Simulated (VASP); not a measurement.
# HfB3N (R-3m) in VASP: single point with PBE

Aim: the single point of HfB3N with PBE.

All numbers are computed with VASP 6.6.1; they aren't measurements. Logs are shortened: lines on timing, memory, paths and dates and some standing lists are left out, and cuts for length are marked.

### 1 The cell of the first run

It takes space group R-3m (No. 166, trigonal). Conventional cell: a = 4.718 Å, b = 4.718 Å, c = 7.472 Å, α = 90.00°, β = 90.00°, γ = 120.00°. Hf (site symmetry -3m) has 12 B at 2.36 to 2.84 Å and 6 N at 3.00 Å within 3.1 Å. Within 2.4 Å of B (site symmetry 2/m) lie 2 N at 1.85 Å and 4 B at 2.36 Å and 2 Hf at 2.36 Å. N (site symmetry -3m) has 6 B at 1.85 Å within 2.4 Å.

The cell was built from a structure type or drawn by symmetry, and may not be a known phase.

### 2 Single point, PBE

Contents of INCAR:

```
SYSTEM = HfB3N
PREC = Accurate
ENCUT = 600
EDIFF = 1E-6
ISMEAR = 0
SIGMA = 0.2
LREAL = .False.
LASPH = .True.
NELM = 120
ALGO = Normal
ISIF = 2
LWAVE = .False.
LCHARG = .True.
GGA = PE
LELF = .True.
LVHAR = .True.
NBANDS = 20
GGA_COMPAT = .False.
```

Contents of KPOINTS:

```
Automatic mesh
0
Gamma
  4 4 4
  0 0 0
```

Contents of POSCAR:

```
HfB3N
1.0
    2.3590869075      1.3620194611      2.4906448152
   -2.3590869075      1.3620194611      2.4906448152
    0.0000000000     -2.7240389221      2.4906448152
Hf B N
1 3 1
Direct
    0.0000000000      0.0000000000      0.0000000000
    0.5000000000      0.5000000000      0.0000000000
    0.0000000000      0.5000000000      0.5000000000
    0.5000000000      0.0000000000      0.5000000000
    0.5000000000      0.5000000000      0.5000000000
```

Potentials or basis: VASP PAW PBE potentials, release 64 (Hf_pv, B, N).

Started as:

```sh
> cat potpaw_PBE.64/Hf_pv/POTCAR potpaw_PBE.64/B/POTCAR potpaw_PBE.64/N/POTCAR > POTCAR
> mpirun -np 1 vasp_std > vasp.out
```

OUTCAR:

```text
SYSTEM = HfB3N
   PREC = Accurate
   ENCUT = 600
   EDIFF = 1E-6
   ISMEAR = 0
   LREAL = .False.
   LASPH = .True.
   NELM = 120
   ISIF = 2
   GGA = PE

 ion  position               nearest neighbor table
   1  0.000  0.000  0.000-   3 2.36   4 2.36   3 2.36   4 2.36   2 2.36   2 2.36   3 2.84   3 2.84
                             4 2.84   4 2.84   2 2.84   2 2.84
   2  0.500  0.500  0.000-   5 1.85   5 1.85   1 2.36   1 2.36   1 2.84   1 2.84
   3  0.000  0.500  0.500-   5 1.85   5 1.85   1 2.36   1 2.36   1 2.84   1 2.84
   4  0.500  0.000  0.500-   5 1.85   5 1.85   1 2.36   1 2.36   1 2.84   1 2.84
   5  0.500  0.500  0.500-   2 1.85   2 1.85   4 1.85   3 1.85   4 1.85   3 1.85

  LATTYP: Found a trigonal (rhomboedric) cell.
 ALAT       =     3.6910296186
 COS(alpha) =     0.1829985713

  Lattice vectors:

 A1 = (   2.3590869075,   1.3620194611,   2.4906448152)
 A2 = (  -2.3590869075,   1.3620194611,   2.4906448152)
 A3 = (   0.0000000000,  -2.7240389221,   2.4906448152)

Analysis of symmetry for initial positions (statically):
=====================================================================
 Subroutine PRICEL returns:
 Original cell was already a primitive cell.

 Routine SETGRP: Setting up the symmetry group for a
 trigonal (rhombohedral) supercell.

 Subroutine GETGRP returns: Found 12 space group operations
 (whereof 12 operations were pure point group operations)
 out of a pool of 12 trial point group operations.

The static configuration has the point symmetry D_3d.

Analysis of symmetry for dynamics (positions and initial velocities):
=====================================================================
 Subroutine PRICEL returns:
 Original cell was already a primitive cell.

 Routine SETGRP: Setting up the symmetry group for a
 trigonal (rhombohedral) supercell.

 Subroutine GETGRP returns: Found 12 space group operations
 (whereof 12 operations were pure point group operations)
 out of a pool of 12 trial point group operations.

The dynamic configuration has the point symmetry D_3d.

 Subroutine INISYM returns: Found 12 space group operations
 (whereof 12 operations are pure point group operations),
 and found     1 'primitive' translations

----------------------------------------------------------------------------------------

                                     Primitive cell

  volume of cell :      48.0165

  direct lattice vectors                    reciprocal lattice vectors
     2.359086908  1.362019461  2.490644815     0.211946410  0.122367317  0.133834151
    -2.359086908  1.362019461  2.490644815    -0.211946410  0.122367317  0.133834151
     0.000000000 -2.724038922  2.490644815     0.000000000 -0.244734633  0.133834151

  length of vectors
     3.691029619  3.691029619  3.691029618     0.278938381  0.278938381  0.278938381

  position of ions in fractional coordinates (direct lattice)
     0.000000000  0.000000000  0.000000000
     0.500000000  0.500000000  0.000000000
     0.000000000  0.500000000  0.500000000
     0.500000000  0.000000000  0.500000000
     0.500000000  0.500000000  0.500000000

  ion indices of the primitive-cell ions
   primitive index   ion index
                 1           1
                 2           2
                 3           3
                 4           4
                 5           5

----------------------------------------------------------------------------------------

 KPOINTS: Automatic mesh

Automatic generation of k-mesh.
 Grid dimensions read from file:
 generate k-points for:    4    4    4

 Generating k-lattice:

  Cartesian coordinates                     Fractional coordinates (reciprocal lattice)
     0.052986602  0.030591829  0.033458538     0.250000000  0.000000000  0.000000000
    -0.052986602  0.030591829  0.033458538     0.000000000  0.250000000  0.000000000
     0.000000000 -0.061183658  0.033458538     0.000000000  0.000000000  0.250000000

  Length of vectors
     0.069734595  0.069734595  0.069734595

  Shift w.r.t. Gamma in fractional coordinates (k-lattice)
     0.000000000  0.000000000  0.000000000

 Subroutine IBZKPT returns following result:
 ===========================================

 Found     13 irreducible k-points:

 Following reciprocal coordinates:
            Coordinates               Weight
  0.000000  0.000000  0.000000      1.000000
  0.250000  0.000000  0.000000      6.000000
  0.500000  0.000000  0.000000      3.000000
  0.250000  0.250000  0.000000      6.000000
  0.500000  0.250000  0.000000     12.000000
 -0.250000  0.250000  0.000000      6.000000
  0.500000  0.500000  0.000000      3.000000
  0.250000  0.250000  0.250000      2.000000
  0.500000  0.250000  0.250000      6.000000
 -0.250000  0.250000  0.250000      6.000000
  0.500000  0.500000  0.250000      6.000000
 -0.250000  0.500000  0.250000      6.000000
  0.500000  0.500000  0.500000      1.000000
   k-points           NKPTS =     13   k-points in BZ     NKDIM =     13   number of bands    NBANDS=     20
   number of dos      NEDOS =    301   number of ions     NIONS =      5
   total plane-waves  NPLWV =  27000
   dimension x,y,z NGX =    30 NGY =   30 NGZ =   30
   dimension x,y,z NGXF=    60 NGYF=   60 NGZF=   60
   ions per type =               1   3   1
   NGX,Y,Z   is equivalent  to a cutoff of  13.51, 13.51, 13.51 a.u.
   NGXF,Y,Z  is equivalent  to a cutoff of  27.02, 27.02, 27.02 a.u.
 SYSTEM =  HfB3N
   PREC   = accura    normal or accurate (medium, high low for compatibility)
   ISTART =      0    job   : 0-new  1-cont  2-samecut
   ICHARG =      2    charge: 1-file 2-atom 10-const
   ISPIN  =      1    spin polarized calculation?
   LNONCOLLINEAR =      F non collinear calculations
   LSORBIT =      F    spin-orbit coupling
   LASPH  =      T    aspherical Exc in radial PAW
   ENCUT  =  600.0 eV  44.10 Ry    6.64 a.u.   7.37  7.37  7.37*2*pi/ulx,y,z
   NELM   =    120;   NELMIN=  2; NELMDL= -5     # of ELM steps
   EDIFF  = 0.1E-05   stopping-criterion for ELM
   LREAL  =      F    real-space projection
   EDIFFG = 0.1E-04   stopping-criterion for IOM
   NSW    =      0    number of steps for IOM
   IBRION =     -1    ionic relax: 0-MD 1-quasi-New 2-CG
   NFREE  =      0    steps in history (QN), initial steepest desc. (CG)
   ISIF   =      2    stress and relaxation
   ISYM   =      2    0-nonsym 1-usesym 2-fastsym
   POTIM  = 0.5000    time-step for ionic-motion
   TEBEG  =    0.0;   TEEND  =   0.0 temperature during run
   PSTRESS=    0.0 pullay stress
   NELECT =      24.0000    total number of electrons
   NUPDOWN=      -1.0000    fix difference up-down
   EMIN   =  10.00;   EMAX   =-10.00  energy-range for DOS
   EFERMI =   0.00;   METHOD = LEGACY
   ISMEAR =     0;   SIGMA  =   0.20  broadening in eV -4-tet -1-fermi 0-gaus
   EFERMI_NEDOS =   21; number of points for ismear=-14 and -15
   IALGO  =     38    algorithm
   IMIX   =      4    mixing-type and parameters
     AMIX     =   0.40;   BMIX     =  1.00
     AMIX_MAG =   1.60;   BMIX_MAG =  1.00
  volume/ion in A,a.u.               =       9.60        64.81
  Fermi-wavevector in a.u.,A,eV,Ry     =   1.299217  2.455165 22.966168  1.687966
  Thomas-Fermi vector in A             =   2.430495
   LORBIT       =      0    0 simple, 1 ext, 2 COOP (PROOUT), +10 PAW based schemes
   GGA     = PE    functional components
   LHFCALC =     F    Hartree Fock is set to
   AEXX    =    0.0000 exact exchange contribution
   IVDW    =     0    specifies the selected vdW correction
   LEPSILON=     F    determine dielectric tensor
   LRPA    =     F    only Hartree local field effects (RPA)
 non-spin polarized calculation
 Gauss-broadening in eV      SIGMA  =   0.20
  energy-cutoff  :      600.00
  volume of cell :       48.02
 maximum number of plane-waves:      1612
 NGX is ok and might be reduce to    30
   NGX = 15   NGY = 15   NGZ = 15

 number of electron      23.9999999 magnetization

 Free energy of the ion-electron system (eV)
  ---------------------------------------------------
  ext. energy  EPLUGINS =         0.00000000
  ---------------------------------------------------
  free energy    TOTEN  =       -32.62541695 eV

  energy without entropy =      -32.59439016  energy(sigma->0) =      -32.60990355

 E-fermi :   6.5592     XC(G=0): -12.1157

 val. band max:        6.5202845446   @ k =   0.5000   0.5000   0.5000
 cond. band min:       6.6736046704   @ k =  -0.2500   0.2500   0.0000
 fundamental gap:      0.1533201258
 Fermi energy:         6.5592283623

 k-point     1 :       0.0000    0.0000    0.0000
  band No.  band energies     occupation
      1     -23.5927      2.00000
      2     -23.5350      2.00000
      3     -23.5350      2.00000
      4     -11.3990      2.00000
      5      -1.7599      2.00000
      6      -0.4958      2.00000
[... 12 lines left out ...]
     19      11.7166      0.00000
     20      12.9130      0.00000

 k-point     2 :       0.2500    0.0000    0.0000
  band No.  band energies     occupation
      1     -23.6332      2.00000
      2     -23.5526      2.00000
      3     -23.5278      2.00000
      4     -11.1178      2.00000
      5      -3.2819      2.00000
      6      -1.2868      2.00000
[... 12 lines left out ...]
     19      12.6665      0.00000
     20      13.4565      0.00000

 k-point     3 :       0.5000    0.0000    0.0000
  band No.  band energies     occupation
      1     -23.6906      2.00000
      2     -23.5522      2.00000
      3     -23.5207      2.00000
      4     -10.7969      2.00000
      5      -4.4087      2.00000
      6      -1.2763      2.00000
[... 12 lines left out ...]
     19      12.9650      0.00000
     20      14.2930      0.00000

 k-point     4 :       0.2500    0.2500    0.0000
  band No.  band energies     occupation
      1     -23.6481      2.00000
      2     -23.5765      2.00000
      3     -23.5328      2.00000
      4     -11.0063      2.00000
      5      -3.3879      2.00000
      6      -1.4588      2.00000
[... 176 lines left out ...]
 k-point    12 :      -0.2500    0.5000    0.2500
  band No.  band energies     occupation
      1     -23.6908      2.00000
      2     -23.5902      2.00000
      3     -23.5674      2.00000
      4     -10.6799      2.00000
      5      -3.5069      2.00000
      6      -2.2228      2.00000
[... 12 lines left out ...]
     19      13.1725      0.00000
     20      13.4781      0.00000

 k-point    13 :       0.5000    0.5000    0.5000
  band No.  band energies     occupation
      1     -23.7250      2.00000
      2     -23.6019      2.00000
      3     -23.6019      2.00000
      4     -10.4388      2.00000
      5      -4.3194      2.00000
      6      -2.0669      2.00000
[... 12 lines left out ...]
     19      11.7392      0.00000
     20      12.9358      0.00000

------------------------ aborting loop because EDIFF is reached ----------------------------------------

  FORCE on cell =-STRESS in cart. coord.  units (eV):
  Direction    XX          YY          ZZ          XY          YZ          ZX
  --------------------------------------------------------------------------------------
  -------------------------------------------------------------------------------------
  Total       -0.0758336     -0.0758336     -0.0896821      0.0000000     -0.0000000      0.0000000
  in kB       -2.5303573     -2.5303573     -2.9924442      0.0000000     -0.0000000      0.0000000
  external PRESSURE =      -2.6843863 kB  Pullay stress =       0.0000000 kB

 VOLUME and BASIS-vectors are now :
 -----------------------------------------------------------------------------
  energy-cutoff  :      600.00
  volume of cell :       48.02
      direct lattice vectors                 reciprocal lattice vectors
     2.359086908  1.362019461  2.490644815     0.211946410  0.122367317  0.133834151
    -2.359086908  1.362019461  2.490644815    -0.211946410  0.122367317  0.133834151
     0.000000000 -2.724038922  2.490644815     0.000000000 -0.244734633  0.133834151

 POSITION                                       TOTAL-FORCE (eV/Angst)
 -----------------------------------------------------------------------------------
      0.00000      0.00000      0.00000         0.000000      0.000000      0.000000
      0.00000      1.36202      2.49064        -0.000000      0.000000      0.000000
     -1.17954     -0.68101      2.49064         0.000000     -0.000000      0.000000
      1.17954     -0.68101      2.49064        -0.000000      0.000000      0.000000
      0.00000      0.00000      3.73597         0.000000     -0.000000     -0.000000
 -----------------------------------------------------------------------------------
    total drift:                               -0.000000      0.000000      0.000000

  FREE ENERGIE OF THE ION-ELECTRON SYSTEM (eV)
  ---------------------------------------------------
  free  energy   TOTEN  =       -32.6254169492 eV

  energy  without entropy=      -32.5943901580  energy(sigma->0) =      -32.60990355
```

It took 19 s on 1 thread of Intel Xeon Platinum 8375C at 2.90GHz (Ice Lake), shared host; peak memory 0.17 GiB.

Results:

```yaml
Free_energy: -32.6254 eV
Pressure: -0.3 GPa
Band_gap_on_the_k_mesh: zero (bands 12 and 13 overlap by 3.13 eV)
```

Caveat: the k points lie up to 0.44 Å⁻¹ apart, too coarse for converged energies and pressures of a metal; spin-orbit coupling is left out, which moves the levels of the heavy elements.
